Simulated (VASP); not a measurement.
# MgS (P6_3/mmc) in VASP: a series of runs

MgS is run at these levels: LDA; tasks: single point.

All numbers are computed with VASP 6.6.1; they aren't measurements. Logs are shortened: lines on timing, memory, paths and dates and some standing lists are left out, and cuts for length are marked.

## 1. The cell of the first run

Symmetry: P6_3/mmc, No. 194, hexagonal system. The conventional cell has a = 3.718 Å, b = 3.718 Å, c = 4.537 Å, α = 90.00°, β = 90.00°, γ = 120.00°. Mg (site symmetry -6m2) has 5 S at 2.15 to 2.27 Å within 2.8 Å. S (site symmetry -6m2) has 5 Mg at 2.15 to 2.27 Å within 2.8 Å.

## 2. Single point, LDA

File INCAR:

```
ALGO = Normal
EDIFF = 1E-6
ENCUT = 520
GGA = CA
ISIF = 2
ISMEAR = 0
LASPH = T
LCHARG = F
LREAL = F
LWAVE = F
NBANDS = 16
NELM = 100
PREC = Accurate
SIGMA = 0.01
```

File KPOINTS:

```
k-points
0
Gamma
  6 6 4
```

File POSCAR:

```
MgS
1.0
    3.7180672384     -0.0000000027      0.0000000000
   -1.8590336169      3.2199406827      0.0000000000
    0.0000000000      0.0000000000      4.5369398486
Mg S
2 2
Direct
    0.6666666667      0.3333333333      0.4374994472
    0.3333333333      0.6666666667      0.9374994472
    0.3333333333      0.6666666667      0.4374995528
    0.6666666667      0.3333333333      0.9374995528
```

Potentials or basis: VASP PAW LDA potentials, release 64 (Mg, S).

Started as:

```
$ cat potpaw_LDA.64/Mg/POTCAR potpaw_LDA.64/S/POTCAR > POTCAR
$ mpirun -np 1 vasp_std > vasp.out
```

OUTCAR:

```text
EDIFF = 1E-6
   ENCUT = 520
   GGA = CA
   ISIF = 2
   ISMEAR = 0
   LASPH = T
   LREAL = F
   NELM = 100
   PREC = Accurate

 ion  position               nearest neighbor table
   1  0.667  0.333  0.437-   3 2.15   3 2.15   3 2.15   4 2.27   4 2.27   2 3.12   2 3.12   2 3.12
                             2 3.12   2 3.12   2 3.12
   2  0.333  0.667  0.937-   4 2.15   4 2.15   4 2.15   3 2.27   3 2.27   1 3.12   1 3.12   1 3.12
                             1 3.12   1 3.12   1 3.12
   3  0.333  0.667  0.437-   1 2.15   1 2.15   1 2.15   2 2.27   2 2.27
   4  0.667  0.333  0.937-   2 2.15   2 2.15   2 2.15   1 2.27   1 2.27

  LATTYP: Found a hexagonal cell.
 ALAT       =     3.7180672384
 C/A-ratio  =     1.2202414743

  Lattice vectors:

 A1 = (   3.7180672384,  -0.0000000027,   0.0000000000)
 A2 = (  -1.8590336169,   3.2199406827,   0.0000000000)
 A3 = (   0.0000000000,   0.0000000000,   4.5369398486)

Analysis of symmetry for initial positions (statically):
=====================================================================
 Subroutine PRICEL returns:
 Original cell was already a primitive cell.

 Routine SETGRP: Setting up the symmetry group for a
 hexagonal supercell.

 Subroutine GETGRP returns: Found 24 space group operations
 (whereof  6 operations were pure point group operations)
 out of a pool of 24 trial point group operations.

The static configuration has the point symmetry C_3v.
 The point group associated with its full space group is D_6h.

Analysis of symmetry for dynamics (positions and initial velocities):
=====================================================================
 Subroutine PRICEL returns:
 Original cell was already a primitive cell.

 Routine SETGRP: Setting up the symmetry group for a
 hexagonal supercell.

 Subroutine GETGRP returns: Found 24 space group operations
 (whereof  6 operations were pure point group operations)
 out of a pool of 24 trial point group operations.

The dynamic configuration has the point symmetry C_3v.
 The point group associated with its full space group is D_6h.

 Subroutine INISYM returns: Found 24 space group operations
 (whereof  6 operations are pure point group operations),
 and found     1 'primitive' translations

----------------------------------------------------------------------------------------

                                     Primitive cell

  volume of cell :      54.3160

  direct lattice vectors                    reciprocal lattice vectors
     3.718067238 -0.000000003  0.000000000     0.268956944  0.155282364  0.000000000
    -1.859033617  3.219940683  0.000000000     0.000000000  0.310564727  0.000000000
     0.000000000  0.000000000  4.536939849     0.000000000  0.000000000  0.220412885

  length of vectors
     3.718067238  3.718067238  4.536939849     0.310564727  0.310564727  0.220412885

  position of ions in fractional coordinates (direct lattice)
     0.666666667  0.333333333  0.437499447
     0.333333333  0.666666667  0.937499447
     0.333333333  0.666666667  0.437499553
     0.666666667  0.333333333  0.937499553

  ion indices of the primitive-cell ions
   primitive index   ion index
                 1           1
                 2           2
                 3           3
                 4           4

----------------------------------------------------------------------------------------

 KPOINTS: k-points

Automatic generation of k-mesh.
 Grid dimensions read from file:
 generate k-points for:    6    6    4

 Generating k-lattice:

  Cartesian coordinates                     Fractional coordinates (reciprocal lattice)
     0.044826157  0.025880394  0.000000000     0.166666667  0.000000000  0.000000000
     0.000000000  0.051760788  0.000000000    -0.000000000  0.166666667  0.000000000
     0.000000000  0.000000000  0.055103221     0.000000000  0.000000000  0.250000000

  Length of vectors
     0.051760788  0.051760788  0.055103221

  Shift w.r.t. Gamma in fractional coordinates (k-lattice)
     0.000000000  0.000000000  0.000000000

 Subroutine IBZKPT returns following result:
 ===========================================

 Found     21 irreducible k-points:

 Following reciprocal coordinates:
            Coordinates               Weight
  0.000000  0.000000  0.000000      1.000000
  0.166667  0.000000  0.000000      6.000000
  0.333333 -0.000000  0.000000      6.000000
  0.500000  0.000000  0.000000      3.000000
  0.166667  0.166667  0.000000      6.000000
  0.333333  0.166667  0.000000     12.000000
[... 13 lines left out ...]
  0.333333  0.166667  0.500000     12.000000
  0.333333  0.333333  0.500000      2.000000
   k-points           NKPTS =     21   k-points in BZ     NKDIM =     21   number of bands    NBANDS=     16
   number of dos      NEDOS =    301   number of ions     NIONS =      4
   total plane-waves  NPLWV =  28224
   dimension x,y,z NGX =    28 NGY =   28 NGZ =   36
   dimension x,y,z NGXF=    56 NGYF=   56 NGZF=   72
   ions per type =               2   2
   NGX,Y,Z   is equivalent  to a cutoff of  12.52, 12.52, 13.19 a.u.
   NGXF,Y,Z  is equivalent  to a cutoff of  25.04, 25.04, 26.38 a.u.
 SYSTEM =  unknown system
   PREC   = accura    normal or accurate (medium, high low for compatibility)
   ISTART =      0    job   : 0-new  1-cont  2-samecut
   ICHARG =      2    charge: 1-file 2-atom 10-const
   ISPIN  =      1    spin polarized calculation?
   LNONCOLLINEAR =      F non collinear calculations
   LSORBIT =      F    spin-orbit coupling
   LASPH  =      T    aspherical Exc in radial PAW
   ENCUT  =  520.0 eV  38.22 Ry    6.18 a.u.   6.91  6.91  8.44*2*pi/ulx,y,z
   NELM   =    100;   NELMIN=  2; NELMDL= -5     # of ELM steps
   EDIFF  = 0.1E-05   stopping-criterion for ELM
   LREAL  =      F    real-space projection
   EDIFFG = 0.1E-04   stopping-criterion for IOM
   NSW    =      0    number of steps for IOM
   IBRION =     -1    ionic relax: 0-MD 1-quasi-New 2-CG
   NFREE  =      0    steps in history (QN), initial steepest desc. (CG)
   ISIF   =      2    stress and relaxation
   ISYM   =      2    0-nonsym 1-usesym 2-fastsym
   POTIM  = 0.5000    time-step for ionic-motion
   TEBEG  =    0.0;   TEEND  =   0.0 temperature during run
   PSTRESS=    0.0 pullay stress
   NELECT =      16.0000    total number of electrons
   NUPDOWN=      -1.0000    fix difference up-down
   EMIN   =  10.00;   EMAX   =-10.00  energy-range for DOS
   EFERMI =   0.00;   METHOD = LEGACY
   ISMEAR =     0;   SIGMA  =   0.01  broadening in eV -4-tet -1-fermi 0-gaus
   EFERMI_NEDOS =   21; number of points for ismear=-14 and -15
   IALGO  =     38    algorithm
   IMIX   =      4    mixing-type and parameters
     AMIX     =   0.40;   BMIX     =  1.00
     AMIX_MAG =   1.60;   BMIX_MAG =  1.00
  volume/ion in A,a.u.               =      13.58        91.64
  Fermi-wavevector in a.u.,A,eV,Ry     =   1.089278  2.058437 16.143678  1.186527
  Thomas-Fermi vector in A             =   2.225478
   LORBIT       =      0    0 simple, 1 ext, 2 COOP (PROOUT), +10 PAW based schemes
   GGA     = CA    functional components
   LHFCALC =     F    Hartree Fock is set to
   AEXX    =    0.0000 exact exchange contribution
   IVDW    =     0    specifies the selected vdW correction
   LEPSILON=     F    determine dielectric tensor
   LRPA    =     F    only Hartree local field effects (RPA)
 non-spin polarized calculation
 Gauss-broadening in eV      SIGMA  =   0.01
  energy-cutoff  :      520.00
  volume of cell :       54.32
 maximum number of plane-waves:      1486
 NGX is ok and might be reduce to    28
   NGX = 13   NGY = 13   NGZ = 17

 number of electron      16.0000000 magnetization

 Free energy of the ion-electron system (eV)
  ---------------------------------------------------
  ext. energy  EPLUGINS =         0.00000000
  ---------------------------------------------------
  free energy    TOTEN  =       -15.25340264 eV

  energy without entropy =      -15.25340264  energy(sigma->0) =      -15.25340264

 E-fermi :   6.6869     XC(G=0): -10.8852

 val. band max:        6.6445245072   @ k =   0.0000   0.0000   0.0000
 cond. band min:       9.1677010586   @ k =   0.5000   0.0000   0.0000
 fundamental gap:      2.5231765514
 Fermi energy:         6.6869344201

 k-point     1 :       0.0000    0.0000    0.0000
  band No.  band energies     occupation
      1      -8.5871      2.00000
      2      -5.2533      2.00000
      3       0.1354      2.00000
      4       3.1712      2.00000
      5       3.1712      2.00000
      6       4.9560      2.00000
[... 8 lines left out ...]
     15      15.1182      0.00000
     16      15.1182      0.00000

 k-point     2 :       0.1667    0.0000    0.0000
  band No.  band energies     occupation
      1      -8.3318      2.00000
      2      -5.2991      2.00000
      3       0.4069      2.00000
      4       2.3869      2.00000
      5       2.8214      2.00000
      6       4.2893      2.00000
[... 8 lines left out ...]
     15      14.7804      0.00000
     16      15.9567      0.00000

 k-point     3 :       0.3333   -0.0000    0.0000
  band No.  band energies     occupation
      1      -7.6530      2.00000
      2      -5.5821      2.00000
      3       1.1660      2.00000
      4       1.2348      2.00000
      5       2.3263      2.00000
      6       3.3210      2.00000
[... 8 lines left out ...]
     15      16.5119      0.00000
     16      18.0497      0.00000

 k-point     4 :       0.5000    0.0000    0.0000
  band No.  band energies     occupation
      1      -7.0682      2.00000
      2      -5.9915      2.00000
      3       0.8076      2.00000
      4       1.8872      2.00000
      5       2.1298      2.00000
      6       2.9145      2.00000
[... 8 lines left out ...]
     15      16.9527      0.00000
     16      19.2091      0.00000
[... 267 lines left out ...]
 k-point    19 :       0.1667    0.1667    0.5000
  band No.  band energies     occupation
      1      -6.7614      2.00000
      2      -6.7614      2.00000
      3       0.9824      2.00000
      4       0.9824      2.00000
      5       3.1645      2.00000
      6       3.1645      2.00000
[... 8 lines left out ...]
     15      16.7493      0.00000
     16      16.7493      0.00000

 k-point    20 :       0.3333    0.1667    0.5000
  band No.  band energies     occupation
      1      -6.3803      2.00000
      2      -6.3803      2.00000
      3       0.1355      2.00000
      4       0.1355      2.00000
      5       2.5118      2.00000
      6       2.5118      2.00000
[... 8 lines left out ...]
     15      16.8268      0.00000
     16      16.8268      0.00000

 k-point    21 :       0.3333    0.3333    0.5000
  band No.  band energies     occupation
      1      -6.2439      2.00000
      2      -6.2439      2.00000
      3       0.1470      2.00000
      4       0.1470      2.00000
      5       1.7586      2.00000
      6       1.7586      2.00000
[... 8 lines left out ...]
     15      16.2293      0.00000
     16      16.2293      0.00000

------------------------ aborting loop because EDIFF is reached ----------------------------------------

  FORCE on cell =-STRESS in cart. coord.  units (eV):
  Direction    XX          YY          ZZ          XY          YZ          ZX
  --------------------------------------------------------------------------------------
  -------------------------------------------------------------------------------------
  Total       20.4403126     20.4403126     20.3164747     -0.0000000      0.0000000     -0.0000000
  in kB      602.9342906    602.9342906    599.2814048     -0.0000000      0.0000000     -0.0000000
  external PRESSURE =     601.7166620 kB  Pullay stress =       0.0000000 kB

 VOLUME and BASIS-vectors are now :
 -----------------------------------------------------------------------------
  energy-cutoff  :      520.00
  volume of cell :       54.32
      direct lattice vectors                 reciprocal lattice vectors
     3.718067238 -0.000000003  0.000000000     0.268956944  0.155282364  0.000000000
    -1.859033617  3.219940683  0.000000000     0.000000000  0.310564727  0.000000000
     0.000000000  0.000000000  4.536939849     0.000000000  0.000000000  0.220412885

 POSITION                                       TOTAL-FORCE (eV/Angst)
 -----------------------------------------------------------------------------------
      1.85903      1.07331      1.98491        -0.000000      0.000000      0.000000
      0.00000      2.14663      4.25338         0.000000     -0.000000      0.000000
      0.00000      2.14663      1.98491         0.000000     -0.000000     -0.000000
      1.85903      1.07331      4.25338        -0.000000      0.000000      0.000000
 -----------------------------------------------------------------------------------
    total drift:                               -0.000000      0.000000     -0.000518

  FREE ENERGIE OF THE ION-ELECTRON SYSTEM (eV)
  ---------------------------------------------------
  free  energy   TOTEN  =       -15.2534026450 eV

  energy  without entropy=      -15.2534026450  energy(sigma->0) =      -15.25340264
```

Wall time 15 s (1 thread of Intel Xeon 6975P-C, shared host); peak memory 0.15 GiB.

Results:

| Item | Value |
| --- | --- |
| Free energy | -15.2534 eV |
| Pressure | 60.2 GPa |
| Band gap on the k mesh | 2.52 eV, indirect (least direct gap 3.46 eV) |

Stress tensor (GPa, compression positive):
```
60.29  0.00  0.00
 0.00 60.29  0.00
 0.00  0.00 59.93
```

Levels at points of the mesh, in eV from the valence-band top:
```tsv
k point	band 5	band 6	band 7	band 8	band 9	band 10	band 11	band 12
(0.00, 0.00, 0.00)	-3.47	-1.69	-1.69	0.00	3.46	4.48	5.93	5.93
(0.50, 0.00, 0.00)	-4.51	-3.73	-3.12	-1.23	2.52	5.14	5.47	6.63
(0.00, 0.00, 0.50)	-2.65	-2.65	-2.65	-2.65	5.25	5.25	5.43	5.43
(0.50, 0.00, 0.50)	-3.30	-3.30	-1.80	-1.80	4.32	4.32	6.98	6.98
```

A k mesh can miss the band edges. As with any semilocal functional, this LDA gap is likely too small.

## 3. Single point, LDA

This run uses another cell than the first one, of 14.79 Å³/atom, 1.089 times its volume.

File INCAR:

```
PREC = Accurate
ENCUT = 520
EDIFF = 1E-7
ISMEAR = 0
SIGMA = 0.01
LREAL = F
LASPH = T
NELM = 60
ALGO = Normal
ISIF = 2
LWAVE = F
LCHARG = F
GGA = CA
NBANDS = 16
```

File KPOINTS:

```
regular mesh
0
Gamma
  6 6 4
```

File POSCAR:

```
MgS
1.0
    3.8250082724     -0.0000000027      0.0000000000
   -1.9125041338      3.3125543349      0.0000000000
    0.0000000000      0.0000000000      4.6681396596
Mg S
2 2
Direct
    0.6666666667      0.3333333333      0.4374995576
    0.3333333333      0.6666666667      0.9374995576
    0.3333333333      0.6666666667      0.4374994424
    0.6666666667      0.3333333333      0.9374994424
```

Potentials or basis: VASP PAW LDA potentials, release 64 (Mg, S).

Started as:

```
$ cat potpaw_LDA.64/Mg/POTCAR potpaw_LDA.64/S/POTCAR > POTCAR
$ mpirun -np 1 vasp_std > vasp.out
```

It took 16 s on 1 thread of Intel Xeon 6975P-C, shared host; peak memory 0.15 GiB.

It converged, with:

```
Free energy            : -16.7451 eV
Pressure               : 39.8 GPa
Band gap on the k mesh : 2.72 eV, indirect (least direct gap 3.36 eV)
```

Stress tensor (GPa, compression positive):
```
39.91  0.00  0.00
 0.00 39.91  0.00
 0.00  0.00 39.71
```

Levels at points of the mesh, in eV from the valence-band top:
```csv
k point,band 6,band 7,band 8,band 9,band 10,band 11
"(0.00, 0.00, 0.00)",-1.47,-1.47,0.00,3.36,4.23,5.94
"(0.50, 0.00, 0.00)",-3.46,-2.75,-1.12,2.72,5.48,5.63
"(0.00, 0.00, 0.50)",-2.36,-2.36,-2.36,5.17,5.17,5.57
"(0.50, 0.00, 0.50)",-2.97,-1.55,-1.55,4.37,4.37,6.91
```

## 4. Single point, LDA

This run uses another cell than the first one, of 16.63 Å³/atom, 1.224 times its volume.

File INCAR:

```
PREC     = Accurate       # precision mode
ENCUT    = 520            # plane-wave cutoff, eV
EDIFF    = 1E-7           # SCF threshold, eV
ISMEAR   = 0              # smearing method
SIGMA    = 0.01           # smearing width, eV
LREAL    = F              # projectors in reciprocal space
LASPH    = T              # aspherical terms in the spheres
NELM     = 80             # most SCF steps
ALGO     = Normal         # electronic algorithm
ISIF     = 2              # what is computed and relaxed
LWAVE    = F              # write WAVECAR
LCHARG   = F              # write CHGCAR
GGA      = CA             # functional
NBANDS   = 16             # bands
```

File KPOINTS:

```
Automatic mesh
0
Gamma
  6 6 4
```

File POSCAR:

```
MgS
1.0
    3.9768623765     -0.0000000028      0.0000000000
   -1.9884311858      3.4440638468      0.0000000000
    0.0000000000      0.0000000000      4.8557260798
Mg S
2 2
Direct
    0.6666666667      0.3333333333      0.4374994597
    0.3333333333      0.6666666667      0.9374994597
    0.3333333333      0.6666666667      0.4374995403
    0.6666666667      0.3333333333      0.9374995403
```

Started as:

```
$ cat potpaw_LDA.64/Mg/POTCAR potpaw_LDA.64/S/POTCAR > POTCAR
$ mpirun -np 1 vasp_std > vasp.out
```

It took 18 s on 1 thread of Intel Xeon 6975P-C, shared host; peak memory 0.16 GiB.

Results (log left out):

| Property | Result |
| --- | --- |
| Free energy | -18.0740 eV |
| Pressure | 19.6 GPa |
| Band gap on the k mesh | 2.92 eV, indirect (least direct gap 3.20 eV) |

Levels at points of the mesh, in eV from the valence-band top:
```
           k point  band 4  band 5  band 6  band 7  band 8  band 9  band 10  band 11  band 12  band 13
(0.00, 0.00, 0.00)   -2.72   -2.72   -1.22   -1.22    0.00    3.20     3.80     5.93     5.93     7.41
(0.50, 0.00, 0.00)   -3.71   -3.57   -3.12   -2.32   -0.98    2.92     5.79     5.86     6.08     8.42
(0.00, 0.00, 0.50)   -2.95   -2.02   -2.02   -2.02   -2.02    5.00     5.00     5.71     5.71     5.71
(0.50, 0.00, 0.50)   -5.46   -2.56   -2.56   -1.26   -1.26    4.40     4.40     6.76     6.76     9.19
```

## 5. The runs side by side

```csv
cell,gap on the mesh (eV),pressure (GPa)
"a = 3.718, b = 3.718, c = 4.537 Å, angles 90.0, 90.0, 120.0°, 4 atoms",2.52,60.2
"a = 3.825, b = 3.825, c = 4.668 Å, angles 90.0, 90.0, 120.0°, 4 atoms",2.72,39.8
"a = 3.977, b = 3.977, c = 4.856 Å, angles 90.0, 90.0, 120.0°, 4 atoms",2.92,19.6
```

Alike in all rows: task single point; level LDA; potentials or basis VASP PAW LDA potentials, release 64 (Mg, S); no spin polarisation; k mesh 6 × 6 × 4; cutoff (eV) 520; smearing gaussian 0.01 eV.

Absolute energies hang on the potentials; compare differences alone.
